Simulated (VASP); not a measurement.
# BeS (F-43m) in VASP: a series of runs

Runs on BeS. Level: PBEsol. Tasks: single point, relaxation of cell and atoms.

Program: VASP 6.6.1. These are calculated values, not measurements. Logs are shortened: lines on timing, memory, paths and dates and some standing lists are left out, and cuts for length are marked.

### Step 1. The cell of the first run

Symmetry: F-43m, No. 216, cubic system. The conventional cell has a = 4.838 Å, b = 4.838 Å, c = 4.838 Å, α = 90.00°, β = 90.00°, γ = 90.00°. Within 2.8 Å of Be (site symmetry -43m) lie 4 S at 2.09 Å. Within 2.8 Å of S (site symmetry -43m) lie 4 Be at 2.09 Å.

### Step 2. Single point, PBEsol

Contents of INCAR:

```
PREC = Accurate ; ENCUT = 600
EDIFF = 1E-6 ; ISMEAR = -1
SIGMA = 0.01 ; LREAL = F
LASPH = T ; NELM = 120
ALGO = Normal ; ISIF = 2
LWAVE = F ; LCHARG = F
GGA = PS ; NBANDS = 11
GGA_COMPAT = F
```

Contents of KPOINTS:

```
regular mesh
0
Gamma
  8 8 8
```

Contents of POSCAR:

```
BeS
1.0
    0.0000000000      2.4188807488      2.4188807488
    2.4188807488      0.0000000000      2.4188807488
    2.4188807488      2.4188807488      0.0000000000
Be S
1 1
Direct
    0.0000000000      0.0000000000      0.0000000000
    0.2500000000      0.2500000000      0.2500000000
```

Potentials or basis: VASP PAW PBE potentials, release 64 (Be, S).

Command:

```bash
> cat potpaw_PBE.64/Be/POTCAR potpaw_PBE.64/S/POTCAR > POTCAR
> mpirun -np 1 vasp_std > vasp.out
```

OUTCAR:

```text
PREC = Accurate
   ENCUT = 600
   EDIFF = 1E-6
   ISMEAR = -1
   LREAL = F
   LASPH = T
   NELM = 120
   ISIF = 2
   GGA = PS

 ion  position               nearest neighbor table
   1  0.000  0.000  0.000-   2 2.09   2 2.09   2 2.09   2 2.09
   2  0.250  0.250  0.250-   1 2.09   1 2.09   1 2.09   1 2.09

  LATTYP: Found a face centered cubic cell.
 ALAT       =     4.8377614976

  Lattice vectors:

 A1 = (   0.0000000000,   2.4188807488,   2.4188807488)
 A2 = (   2.4188807488,   0.0000000000,   2.4188807488)
 A3 = (   2.4188807488,   2.4188807488,   0.0000000000)

Analysis of symmetry for initial positions (statically):
=====================================================================
 Subroutine PRICEL returns:
 Original cell was already a primitive cell.

 Routine SETGRP: Setting up the symmetry group for a
 face centered cubic supercell.

 Subroutine GETGRP returns: Found 24 space group operations
 (whereof 24 operations were pure point group operations)
 out of a pool of 48 trial point group operations.

The static configuration has the point symmetry T_d .

Analysis of symmetry for dynamics (positions and initial velocities):
=====================================================================
 Subroutine PRICEL returns:
 Original cell was already a primitive cell.

 Routine SETGRP: Setting up the symmetry group for a
 face centered cubic supercell.

 Subroutine GETGRP returns: Found 24 space group operations
 (whereof 24 operations were pure point group operations)
 out of a pool of 48 trial point group operations.

The dynamic configuration has the point symmetry T_d .

 Subroutine INISYM returns: Found 24 space group operations
 (whereof 24 operations are pure point group operations),
 and found     1 'primitive' translations

----------------------------------------------------------------------------------------

                                     Primitive cell

  volume of cell :      28.3057

  direct lattice vectors                    reciprocal lattice vectors
     0.000000000  2.418880749  2.418880749    -0.206707172  0.206707172  0.206707172
     2.418880749  0.000000000  2.418880749     0.206707172 -0.206707172  0.206707172
     2.418880749  2.418880749  0.000000000     0.206707172  0.206707172 -0.206707172

  length of vectors
     3.420813961  3.420813961  3.420813961     0.358027325  0.358027325  0.358027325

  position of ions in fractional coordinates (direct lattice)
     0.000000000  0.000000000  0.000000000
     0.250000000  0.250000000  0.250000000

  ion indices of the primitive-cell ions
   primitive index   ion index
                 1           1
                 2           2

----------------------------------------------------------------------------------------

 KPOINTS: regular mesh

Automatic generation of k-mesh.
 Grid dimensions read from file:
 generate k-points for:    8    8    8

 Generating k-lattice:

  Cartesian coordinates                     Fractional coordinates (reciprocal lattice)
    -0.025838397  0.025838397  0.025838397     0.125000000  0.000000000  0.000000000
     0.025838397 -0.025838397  0.025838397     0.000000000  0.125000000  0.000000000
     0.025838397  0.025838397 -0.025838397     0.000000000  0.000000000  0.125000000

  Length of vectors
     0.044753416  0.044753416  0.044753416

  Shift w.r.t. Gamma in fractional coordinates (k-lattice)
     0.000000000  0.000000000  0.000000000

 Subroutine IBZKPT returns following result:
 ===========================================

 Found     29 irreducible k-points:

 Following reciprocal coordinates:
            Coordinates               Weight
  0.000000  0.000000  0.000000      1.000000
  0.125000  0.000000  0.000000      8.000000
  0.250000  0.000000  0.000000      8.000000
  0.375000  0.000000  0.000000      8.000000
  0.500000  0.000000  0.000000      4.000000
  0.125000  0.125000  0.000000      6.000000
[... 16 lines left out ...]
  0.500000  0.250000  0.125000     48.000000
 -0.375000  0.250000  0.125000     24.000000
 [... further k-points ...]
   k-points           NKPTS =     29   k-points in BZ     NKDIM =     29   number of bands    NBANDS=     11
   number of dos      NEDOS =    301   number of ions     NIONS =      2
   total plane-waves  NPLWV =  21952
   dimension x,y,z NGX =    28 NGY =   28 NGZ =   28
   dimension x,y,z NGXF=    56 NGYF=   56 NGZF=   56
   ions per type =               1   1
   NGX,Y,Z   is equivalent  to a cutoff of  13.61, 13.61, 13.61 a.u.
   NGXF,Y,Z  is equivalent  to a cutoff of  27.22, 27.22, 27.22 a.u.
 SYSTEM =  unknown system
   PREC   = accura    normal or accurate (medium, high low for compatibility)
   ISTART =      0    job   : 0-new  1-cont  2-samecut
   ICHARG =      2    charge: 1-file 2-atom 10-const
   ISPIN  =      1    spin polarized calculation?
   LNONCOLLINEAR =      F non collinear calculations
   LSORBIT =      F    spin-orbit coupling
   LASPH  =      T    aspherical Exc in radial PAW
   ENCUT  =  600.0 eV  44.10 Ry    6.64 a.u.   6.83  6.83  6.83*2*pi/ulx,y,z
   NELM   =    120;   NELMIN=  2; NELMDL= -5     # of ELM steps
   EDIFF  = 0.1E-05   stopping-criterion for ELM
   LREAL  =      F    real-space projection
   EDIFFG = 0.1E-04   stopping-criterion for IOM
   NSW    =      0    number of steps for IOM
   IBRION =     -1    ionic relax: 0-MD 1-quasi-New 2-CG
   NFREE  =      0    steps in history (QN), initial steepest desc. (CG)
   ISIF   =      2    stress and relaxation
   ISYM   =      2    0-nonsym 1-usesym 2-fastsym
   POTIM  = 0.5000    time-step for ionic-motion
   TEBEG  =    0.0;   TEEND  =   0.0 temperature during run
   PSTRESS=    0.0 pullay stress
   NELECT =       8.0000    total number of electrons
   NUPDOWN=      -1.0000    fix difference up-down
   EMIN   =  10.00;   EMAX   =-10.00  energy-range for DOS
   EFERMI =   0.00;   METHOD = LEGACY
   ISMEAR =    -1;   SIGMA  =   0.01  broadening in eV -4-tet -1-fermi 0-gaus
   EFERMI_NEDOS =   21; number of points for ismear=-14 and -15
   IALGO  =     38    algorithm
   IMIX   =      4    mixing-type and parameters
     AMIX     =   0.40;   BMIX     =  1.00
     AMIX_MAG =   1.60;   BMIX_MAG =  1.00
  volume/ion in A,a.u.               =      14.15        95.51
  Fermi-wavevector in a.u.,A,eV,Ry     =   1.074353  2.030233 15.704315  1.154235
  Thomas-Fermi vector in A             =   2.210179
   LORBIT       =      0    0 simple, 1 ext, 2 COOP (PROOUT), +10 PAW based schemes
   GGA     = PS    functional components
   LHFCALC =     F    Hartree Fock is set to
   AEXX    =    0.0000 exact exchange contribution
   IVDW    =     0    specifies the selected vdW correction
   LEPSILON=     F    determine dielectric tensor
   LRPA    =     F    only Hartree local field effects (RPA)
 non-spin polarized calculation
  energy-cutoff  :      600.00
  volume of cell :       28.31
 maximum number of plane-waves:       960
   NGX = 13   NGY = 13   NGZ = 13

 number of electron       8.0000000 magnetization

 Free energy of the ion-electron system (eV)
  ---------------------------------------------------
  ext. energy  EPLUGINS =         0.00000000
  ---------------------------------------------------
  free energy    TOTEN  =       -10.56434609 eV

  energy without entropy =      -10.56434609  energy(sigma->0) =      -10.56434609

 E-fermi :   4.4654     XC(G=0):  -9.9321

 val. band max:        4.2229967779   @ k =   0.0000   0.0000   0.0000
 cond. band min:       7.1339347277   @ k =   0.5000   0.5000   0.0000
 fundamental gap:      2.9109379498
 Fermi energy:         4.4653509085

 k-point     1 :       0.0000    0.0000    0.0000
  band No.  band energies     occupation
      1      -9.5460      2.00000
      2       4.2230      2.00000
      3       4.2230      2.00000
      4       4.2230      2.00000
      5       9.8294      0.00000
      6       9.8294      0.00000
      7       9.8294      0.00000
      8       9.9930      0.00000
      9      17.0326      0.00000
     10      17.0326      0.00000
     11      18.9578      0.00000

 k-point     2 :       0.1250    0.0000    0.0000
  band No.  band energies     occupation
      1      -9.3651      2.00000
      2       2.9900      2.00000
      3       4.0185      2.00000
      4       4.0185      2.00000
      5       9.7396      0.00000
      6      10.1919      0.00000
      7      10.1919      0.00000
      8      11.3251      0.00000
      9      16.3007      0.00000
     10      16.3007      0.00000
     11      18.7543      0.00000

 k-point     3 :       0.2500    0.0000    0.0000
  band No.  band energies     occupation
      1      -8.8652      2.00000
      2       0.8449      2.00000
      3       3.6128      2.00000
      4       3.6128      2.00000
      5       9.6960      0.00000
      6      10.7367      0.00000
      7      10.7367      0.00000
      8      13.4293      0.00000
      9      16.0494      0.00000
     10      16.0494      0.00000
     11      18.2945      0.00000

 k-point     4 :       0.3750    0.0000    0.0000
  band No.  band energies     occupation
      1      -8.2261      2.00000
      2      -0.9504      2.00000
      3       3.2874      2.00000
      4       3.2874      2.00000
      5       9.6499      0.00000
      6      10.7865      0.00000
      7      10.7865      0.00000
      8      14.8606      0.00000
      9      17.4353      0.00000
     10      17.4353      0.00000
     11      18.5321      0.00000
[... 239 lines left out ...]
 k-point    22 :       0.3750    0.2500    0.1250
  band No.  band energies     occupation
      1      -8.4560      2.00000
      2       0.6146      2.00000
      3       2.0239      2.00000
      4       3.0769      2.00000
      5       9.6491      0.00000
      6      11.4542      0.00000
      7      11.6415      0.00000
      8      12.7564      0.00000
      9      15.7843      0.00000
     10      18.6192      0.00000
     11      20.1385      0.00000

 k-point    23 :       0.5000    0.2500    0.1250
  band No.  band energies     occupation
      1      -7.8925      2.00000
      2      -0.5745      2.00000
      3       1.4821      2.00000
      4       2.5913      2.00000
      5      10.1095      0.00000
      6      10.9601      0.00000
      7      12.6526      0.00000
      8      13.4651      0.00000
      9      16.8086      0.00000
     10      18.5990      0.00000
     11      20.7154      0.00000

 k-point    24 :      -0.3750    0.2500    0.1250
  band No.  band energies     occupation
      1      -7.6072      2.00000
      2      -1.1455      2.00000
      3       1.3888      2.00000
      4       2.3383      2.00000
      5      10.1884      0.00000
      6      10.7435      0.00000
      7      13.3432      0.00000
      8      14.6786      0.00000
      9      15.6091      0.00000
     10      19.5702      0.00000
     11      20.1421      0.00000

 [... further k-points ...]

------------------------ aborting loop because EDIFF is reached ----------------------------------------

  FORCE on cell =-STRESS in cart. coord.  units (eV):
  Direction    XX          YY          ZZ          XY          YZ          ZX
  --------------------------------------------------------------------------------------
  -------------------------------------------------------------------------------------
  Total        0.0361245      0.0361245      0.0361245     -0.0000000      0.0000000     -0.0000000
  in kB        2.0447443      2.0447443      2.0447443     -0.0000000      0.0000000     -0.0000000
  external PRESSURE =       2.0447443 kB  Pullay stress =       0.0000000 kB

 VOLUME and BASIS-vectors are now :
 -----------------------------------------------------------------------------
  energy-cutoff  :      600.00
  volume of cell :       28.31
      direct lattice vectors                 reciprocal lattice vectors
     0.000000000  2.418880749  2.418880749    -0.206707172  0.206707172  0.206707172
     2.418880749  0.000000000  2.418880749     0.206707172 -0.206707172  0.206707172
     2.418880749  2.418880749  0.000000000     0.206707172  0.206707172 -0.206707172

 POSITION                                       TOTAL-FORCE (eV/Angst)
 -----------------------------------------------------------------------------------
      0.00000      0.00000      0.00000        -0.000000     -0.000000     -0.000000
      1.20944      1.20944      1.20944         0.000000      0.000000      0.000000
 -----------------------------------------------------------------------------------
    total drift:                               -0.000000     -0.000000      0.000000

  FREE ENERGIE OF THE ION-ELECTRON SYSTEM (eV)
  ---------------------------------------------------
  free  energy   TOTEN  =       -10.5643460876 eV

  energy  without entropy=      -10.5643460876  energy(sigma->0) =      -10.56434609
```

Wall time 12 s (1 thread of Intel Xeon Platinum 8559C (Emerald Rapids), shared host); peak memory 0.15 GiB.

Results:

| Quantity | Value |
| --- | --- |
| Free energy | -10.5643 eV |
| Pressure | 0.2 GPa |
| Band gap on the k mesh | 2.91 eV (least direct gap 5.61 eV) |

Levels at points of the mesh, in eV from the valence-band top:
| k point | band 1 | band 2 | band 3 | band 4 | band 5 | band 6 | band 7 | band 8 |
| --- | --- | --- | --- | --- | --- | --- | --- | --- |
| (0.00, 0.00, 0.00) | -13.77 | 0.00 | 0.00 | 0.00 | 5.61 | 5.61 | 5.61 | 5.77 |
| (0.50, 0.00, 0.00) | -12.11 | -5.91 | -1.05 | -1.05 | 5.41 | 6.48 | 6.48 | 11.01 |
| (0.50, 0.50, 0.00) | -11.56 | -5.11 | -2.70 | -2.70 | 2.91 | 4.80 | 12.81 | 12.81 |

Caveat: the PAW data sets were made with another functional, which shifts forces and pressure a little. A k mesh can miss the band edges.

(Part 1 of 2 ends here.)
